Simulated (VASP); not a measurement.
# Si (a cell with a defect) in VASP: relaxation of the atoms with PBE+D3(BJ)

Aim: the relaxation of the atoms of Si (a cell with a defect) with PBE+D3(BJ).

Everything below comes from runs of VASP 6.6.1. Logs are shortened: lines on timing, memory, paths and dates and some standing lists are left out, and cuts for length are marked.

### 1 The cell of the first run

The cell holds a defect, 17 atoms: a = 7.679 Å, b = 7.679 Å, c = 7.679 Å, α = 60.00°, β = 60.00°, γ = 60.00°.

### 2 Relaxation of the atoms, PBE+D3(BJ)

INCAR

```
  ALGO = Normal
  EDIFF = 1E-6
  EDIFFG = -0.03
  ENCUT = 520
  GGA = PE
  IBRION = 2
  ISIF = 2
  ISMEAR = 0
  IVDW = 12
  LASPH = True
  LCHARG = False
  LREAL = Auto
  LWAVE = False
  NELM = 100
  NSW = 80
  PREC = Accurate
  SIGMA = 0.02
```

KPOINTS

```
k-points
0
Gamma
  2 2 2
```

POSCAR

```
Si
1.0
    0.0000000000      5.4300000000      5.4300000000
    5.4300000000      0.0000000000      5.4300000000
    5.4300000000      5.4300000000      0.0000000000
Si
17
Direct
    0.0000000000      0.0000000000      0.0000000000
    0.1250000000      0.1250000000      0.1250000000
    0.0000000000      0.0000000000      0.5000000000
    0.1250000000      0.1250000000      0.6250000000
    0.0000000000      0.5000000000      0.0000000000
    0.1250000000      0.6250000000      0.1250000000
    0.0000000000      0.5000000000      0.5000000000
    0.1250000000      0.6250000000      0.6250000000
    0.5000000000      0.0000000000      0.0000000000
    0.6250000000      0.1250000000      0.1250000000
    0.5000000000      0.0000000000      0.5000000000
    0.6250000000      0.1250000000      0.6250000000
    0.5000000000      0.5000000000      0.0000000000
    0.6250000000      0.6250000000      0.1250000000
    0.5000000000      0.5000000000      0.5000000000
    0.6250000000      0.6250000000      0.6250000000
    0.2507262000      0.2481601000      0.2464229000
```

Potentials or basis: VASP PAW PBE potentials, release 64 (Si).

Command:

```
cat potpaw_PBE.64/Si/POTCAR > POTCAR
mpirun -np 1 vasp_std > vasp.out
```

OUTCAR:

```text
EDIFF = 1E-6
   EDIFFG = -0.03
   ENCUT = 520
   GGA = PE
   IBRION = 2
   ISIF = 2
   ISMEAR = 0
   IVDW = 12
   LASPH = True
   LREAL = Auto
   NELM = 100
   NSW = 80
   PREC = Accurate
 IVDW          = 12

 ion  position               nearest neighbor table
   1  0.000  0.000  0.000-   2 2.35   4 2.35   6 2.35  10 2.35
   2  0.125  0.125  0.125-  17 2.32   3 2.35   5 2.35   9 2.35   1 2.35
   3  0.000  0.000  0.500-   2 2.35   4 2.35   8 2.35  12 2.35  17 2.71
   4  0.125  0.125  0.625-   1 2.35   3 2.35   7 2.35  11 2.35  17 2.37
   5  0.000  0.500  0.000-   2 2.35   6 2.35   8 2.35  14 2.35  17 2.70
   6  0.125  0.625  0.125-   1 2.35   5 2.35   7 2.35  13 2.35  17 2.36
   7  0.000  0.500  0.500-   4 2.35   6 2.35   8 2.35  16 2.35  17 2.74
   8  0.125  0.625  0.625-   3 2.35   5 2.35   7 2.35  15 2.35
   9  0.500  0.000  0.000-   2 2.35  10 2.35  12 2.35  14 2.35  17 2.69
  10  0.625  0.125  0.125-  17 2.35   9 2.35  11 2.35  13 2.35   1 2.35
  11  0.500  0.000  0.500-   4 2.35  10 2.35  12 2.35  16 2.35  17 2.73
  12  0.625  0.125  0.625-   3 2.35   9 2.35  11 2.35  15 2.35
  13  0.500  0.500  0.000-   6 2.35  10 2.35  14 2.35  16 2.35  17 2.72
  14  0.625  0.625  0.125-   5 2.35   9 2.35  13 2.35  15 2.35
  15  0.500  0.500  0.500-   8 2.35  12 2.35  14 2.35  16 2.35
  16  0.625  0.625  0.625-   7 2.35  11 2.35  13 2.35  15 2.35
  17  0.251  0.248  0.246-   2 2.32  10 2.35   6 2.36   4 2.37   9 2.69   5 2.70   3 2.71  13 2.72
                            11 2.73   7 2.74

  LATTYP: Found a face centered cubic cell.
 ALAT       =    10.8600000000

  Lattice vectors:

 A1 = (   0.0000000000,   5.4300000000,   5.4300000000)
 A2 = (   5.4300000000,   0.0000000000,   5.4300000000)
 A3 = (   5.4300000000,   5.4300000000,   0.0000000000)

Analysis of symmetry for initial positions (statically):
=====================================================================
 Subroutine PRICEL returns:
 Original cell was already a primitive cell.

 Routine SETGRP: Setting up the symmetry group for a
 face centered cubic supercell.

 Subroutine GETGRP returns: Found  1 space group operations
 (whereof  1 operations were pure point group operations)
 out of a pool of 48 trial point group operations.

The static configuration has the point symmetry C_1 .

Analysis of symmetry for dynamics (positions and initial velocities):
=====================================================================
 Subroutine PRICEL returns:
 Original cell was already a primitive cell.

 Routine SETGRP: Setting up the symmetry group for a
 face centered cubic supercell.

 Subroutine GETGRP returns: Found  1 space group operations
 (whereof  1 operations were pure point group operations)
 out of a pool of 48 trial point group operations.

The dynamic configuration has the point symmetry C_1 .

 Subroutine INISYM returns: Found  1 space group operations
 (whereof  1 operations are pure point group operations),
 and found     1 'primitive' translations

----------------------------------------------------------------------------------------

                                     Primitive cell

  volume of cell :     320.2060

  direct lattice vectors                    reciprocal lattice vectors
     0.000000000  5.430000000  5.430000000    -0.092081031  0.092081031  0.092081031
     5.430000000  0.000000000  5.430000000     0.092081031 -0.092081031  0.092081031
     5.430000000  5.430000000  0.000000000     0.092081031  0.092081031 -0.092081031

  length of vectors
     7.679179644  7.679179644  7.679179644     0.159489025  0.159489025  0.159489025

  position of ions in fractional coordinates (direct lattice)
     0.000000000  0.000000000  0.000000000
     0.125000000  0.125000000  0.125000000
     0.000000000  0.000000000  0.500000000
     0.125000000  0.125000000  0.625000000
     0.000000000  0.500000000  0.000000000
     0.125000000  0.625000000  0.125000000
[... 9 lines left out ...]
     0.625000000  0.625000000  0.625000000
     0.250726200  0.248160100  0.246422900

  ion indices of the primitive-cell ions
   primitive index   ion index
                 1           1
                 2           2
                 3           3
                 4           4
                 5           5
                 6           6
[... 9 lines left out ...]
                16          16
                17          17

----------------------------------------------------------------------------------------

 KPOINTS: k-points

Automatic generation of k-mesh.
 Grid dimensions read from file:
 generate k-points for:    2    2    2

 Generating k-lattice:

  Cartesian coordinates                     Fractional coordinates (reciprocal lattice)
    -0.046040516  0.046040516  0.046040516     0.500000000  0.000000000  0.000000000
     0.046040516 -0.046040516  0.046040516     0.000000000  0.500000000  0.000000000
     0.046040516  0.046040516 -0.046040516     0.000000000  0.000000000  0.500000000

  Length of vectors
     0.079744512  0.079744512  0.079744512

  Shift w.r.t. Gamma in fractional coordinates (k-lattice)
     0.000000000  0.000000000  0.000000000

 Subroutine IBZKPT returns following result:
 ===========================================

 Found      8 irreducible k-points:

 Following reciprocal coordinates:
            Coordinates               Weight
  0.000000  0.000000  0.000000      1.000000
  0.500000  0.000000  0.000000      1.000000
  0.000000  0.500000  0.000000      1.000000
  0.000000  0.000000  0.500000      1.000000
  0.500000  0.500000  0.500000      1.000000
  0.500000  0.500000  0.000000      1.000000
  0.000000  0.500000  0.500000      1.000000
  0.500000  0.000000  0.500000      1.000000
   k-points           NKPTS =      8   k-points in BZ     NKDIM =      8   number of bands    NBANDS=     43
   number of dos      NEDOS =    301   number of ions     NIONS =     17
   total plane-waves  NPLWV = 216000
   dimension x,y,z NGX =    60 NGY =   60 NGZ =   60
   dimension x,y,z NGXF=   120 NGYF=  120 NGZF=  120
   ions per type =              17
   NGX,Y,Z   is equivalent  to a cutoff of  12.99, 12.99, 12.99 a.u.
   NGXF,Y,Z  is equivalent  to a cutoff of  25.98, 25.98, 25.98 a.u.
 SYSTEM =  unknown system
   PREC   = accura    normal or accurate (medium, high low for compatibility)
   ISTART =      0    job   : 0-new  1-cont  2-samecut
   ICHARG =      2    charge: 1-file 2-atom 10-const
   ISPIN  =      1    spin polarized calculation?
   LNONCOLLINEAR =      F non collinear calculations
   LSORBIT =      F    spin-orbit coupling
   LASPH  =      T    aspherical Exc in radial PAW
   ENCUT  =  520.0 eV  38.22 Ry    6.18 a.u.  14.28 14.28 14.28*2*pi/ulx,y,z
   NELM   =    100;   NELMIN=  2; NELMDL= -5     # of ELM steps
   EDIFF  = 0.1E-05   stopping-criterion for ELM
   LREAL  =      T    real-space projection
   EDIFFG = -.3E-01   stopping-criterion for IOM
   NSW    =     80    number of steps for IOM
   IBRION =      2    ionic relax: 0-MD 1-quasi-New 2-CG
   NFREE  =      1    steps in history (QN), initial steepest desc. (CG)
   ISIF   =      2    stress and relaxation
   ISYM   =      2    0-nonsym 1-usesym 2-fastsym
   POTIM  = 0.5000    time-step for ionic-motion
   TEBEG  =    0.0;   TEEND  =   0.0 temperature during run
   PSTRESS=    0.0 pullay stress
   NELECT =      68.0000    total number of electrons
   NUPDOWN=      -1.0000    fix difference up-down
   EMIN   =  10.00;   EMAX   =-10.00  energy-range for DOS
   EFERMI =   0.00;   METHOD = LEGACY
   ISMEAR =     0;   SIGMA  =   0.02  broadening in eV -4-tet -1-fermi 0-gaus
   EFERMI_NEDOS =   21; number of points for ismear=-14 and -15
   IALGO  =     38    algorithm
   IMIX   =      4    mixing-type and parameters
     AMIX     =   0.40;   BMIX     =  1.00
     AMIX_MAG =   1.60;   BMIX_MAG =  1.00
  volume/ion in A,a.u.               =      18.84       127.11
  Fermi-wavevector in a.u.,A,eV,Ry     =   0.976715  1.845724 12.979587  0.953973
  Thomas-Fermi vector in A             =   2.107356
   LORBIT       =      0    0 simple, 1 ext, 2 COOP (PROOUT), +10 PAW based schemes
   GGA     = PE    functional components
   LHFCALC =     F    Hartree Fock is set to
   AEXX    =    0.0000 exact exchange contribution
   IVDW    =    12    specifies the selected vdW correction
   LEPSILON=     F    determine dielectric tensor
   LRPA    =     F    only Hartree local field effects (RPA)
 conjugate gradient relaxation of ions
 non-spin polarized calculation
 Gauss-broadening in eV      SIGMA  =   0.02
  energy-cutoff  :      520.00
  volume of cell :      320.21
 maximum number of plane-waves:      8646
 NGX is ok and might be reduce to    60
   NGX = 29   NGY = 29   NGZ = 29

--------------------------------------- Ionic step        1  -------------------------------------------

 number of electron      68.0000003 magnetization

 Free energy of the ion-electron system (eV)
  ---------------------------------------------------
  ext. energy  EPLUGINS =         0.00000000
  ---------------------------------------------------
  free energy    TOTEN  =       -87.86601666 eV

  energy without entropy =      -87.86216123  energy(sigma->0) =      -87.86408894

------------------------ aborting loop because EDIFF is reached ----------------------------------------

 Edisp (eV)   -5.64460

 E8    (eV) :    -2.3350

  FORCE on cell =-STRESS in cart. coord.  units (eV):
  Direction    XX          YY          ZZ          XY          YZ          ZX
  --------------------------------------------------------------------------------------
  -------------------------------------------------------------------------------------
  Total       5.79286     5.77608     5.76985     0.08510     0.37813     0.20061
  in kB      28.98506    28.90110    28.86994     0.42579     1.89200     1.00375
  external pressure =       28.92 kB  Pullay stress =        0.00 kB

 VOLUME and BASIS-vectors are now :
 -----------------------------------------------------------------------------
  energy-cutoff  :      520.00
  volume of cell :      320.21
      direct lattice vectors                 reciprocal lattice vectors
     0.000000000  5.430000000  5.430000000    -0.092081031  0.092081031  0.092081031
     5.430000000  0.000000000  5.430000000     0.092081031 -0.092081031  0.092081031
     5.430000000  5.430000000  0.000000000     0.092081031  0.092081031 -0.092081031
[... 238 lines left out ...]
      6.78290      6.78337      6.78371         0.003374     -0.000215     -0.003048
      2.70196      2.70813      2.71242         0.049428      0.026557      0.012636
 -----------------------------------------------------------------------------------
    total drift:                               -0.001437     -0.001241      0.003525

  FREE ENERGIE OF THE ION-ELECTRON SYSTEM (eV)
  ---------------------------------------------------
  free  energy   TOTEN  =       -93.6329837918 eV

  energy  without entropy=      -93.6291272952  energy(sigma->0) =      -93.63105554

--------------------------------------- Ionic step        6  -------------------------------------------

 number of electron      68.0000001 magnetization

 Free energy of the ion-electron system (eV)
  ---------------------------------------------------
  ext. energy  EPLUGINS =         0.00000000
  ---------------------------------------------------
  free energy    TOTEN  =       -87.98999328 eV

  energy without entropy =      -87.98613673  energy(sigma->0) =      -87.98806501

 E-fermi :   6.9194     XC(G=0):  -9.6741

 val. band max:        6.6782112503   @ k =   0.0000   0.0000   0.0000
 cond. band min:       6.9254572480   @ k =   0.5000   0.5000   0.0000
 fundamental gap:      0.2472459977
 Fermi energy:         6.9193954001

 k-point     1 :       0.0000    0.0000    0.0000
  band No.  band energies     occupation
      1      -6.3205      2.00000
      2      -3.7721      2.00000
      3      -3.6302      2.00000
      4      -3.6291      2.00000
      5      -3.6283      2.00000
      6      -2.8090      2.00000
[... 387 lines left out ...]
      8.14440      8.14451     10.82777        -0.006278     -0.007319      0.002325
      4.09301      4.09283      1.33746        -0.003168     -0.000233     -0.004657
      8.14448     10.82751      8.14465        -0.004709      0.002865     -0.006024
      4.09459      1.33605      4.09425        -0.004094     -0.005670      0.001011
[... 9 lines left out ...]
      6.78291      6.78320      6.78340        -0.001132     -0.002687     -0.003043
      2.70479      2.70962      2.71305         0.017256      0.009121      0.003308
 -----------------------------------------------------------------------------------
    total drift:                                0.000149      0.000931      0.002156

  FREE ENERGIE OF THE ION-ELECTRON SYSTEM (eV)
  ---------------------------------------------------
  free  energy   TOTEN  =       -93.6333784869 eV

  energy  without entropy=      -93.6295219369  energy(sigma->0) =      -93.63145021

 reached required accuracy - stopping structural energy minimisation
```

Run time: 17 min. Hardware: 1 thread of Oxide Virtual Turin-like, shared host; peak memory 0.51 GiB.

Results:

```
Free energy                  : -93.6334 eV
Energy gained by relaxing    : 7.2 meV/atom
Ionic steps                  : 6
Pressure after relaxing      : 2.4 GPa
Largest force after relaxing : 0.020 eV/Å
Band gap on the k mesh       : zero (bands 34 and 35 overlap by 0.25 eV)
Dispersion energy per atom   : -0.332 eV
```

Forces on the atoms (eV/Å):
```
Si   0.006  0.004  0.002
Si  -0.004 -0.001  0.001
Si  -0.006 -0.007  0.002
Si  -0.003  0.000 -0.005
Si  -0.005  0.003 -0.006
Si  -0.004 -0.006  0.001
Si   0.002 -0.001  0.002
Si   0.002  0.002  0.001
Si   0.002 -0.003 -0.004
Si  -0.007 -0.003 -0.001
Si  -0.003  0.001  0.005
Si   0.002  0.002 -0.001
Si   0.000  0.003 -0.001
Si   0.001 -0.001  0.003
Si   0.001  0.000  0.000
Si  -0.001 -0.003 -0.003
Si   0.017  0.009  0.003
```

Step by step:
| step | energy change (eV) | largest force (eV/Å) | pressure (GPa) |
| --- | --- | --- | --- |
| 1 | 0.0000 | 1.0571 | 2.89 |
| 2 | -0.1197 | 0.1135 | 2.40 |
| 3 | -0.1202 | 0.1443 | 2.38 |
| 4 | -0.1223 | 0.0494 | 2.38 |
| 5 | -0.1224 | 0.0575 | 2.38 |
| 6 | -0.1228 | 0.0198 | 2.39 |

Final structure:
```cif
data_structure
_symmetry_space_group_name_H-M 'P 1'
_symmetry_Int_Tables_number 1
_cell_length_a 7.6792
_cell_length_b 7.6792
_cell_length_c 7.6792
_cell_angle_alpha 60.000
_cell_angle_beta 60.000
_cell_angle_gamma 60.000
_cell_volume 320.21
loop_
_atom_site_label
_atom_site_type_symbol
_atom_site_fract_x
_atom_site_fract_y
_atom_site_fract_z
_atom_site_occupancy
Si1 Si 0.00017 0.99955 0.99914 1
Si2 Si 0.12246 0.12250 0.12253 1
Si3 Si 0.99704 0.99702 0.50287 1
Si4 Si 0.12314 0.12317 0.63061 1
Si5 Si 0.99702 0.50291 0.99699 1
Si6 Si 0.12299 0.63101 0.12306 1
Si7 Si 0.99711 0.50289 0.50286 1
Si8 Si 0.12626 0.62455 0.62451 1
Si9 Si 0.50298 0.99697 0.99697 1
Si10 Si 0.63160 0.12282 0.12285 1
Si11 Si 0.50296 0.99707 0.50285 1
Si12 Si 0.62457 0.12631 0.62447 1
Si13 Si 0.50297 0.50291 0.99703 1
Si14 Si 0.62454 0.62448 0.12635 1
Si15 Si 0.49999 0.50002 0.50004 1
Si16 Si 0.62465 0.62460 0.62456 1
Si17 Si 0.25026 0.24938 0.24874 1
```

Caveat: the k points lie up to 0.50 Å⁻¹ apart.
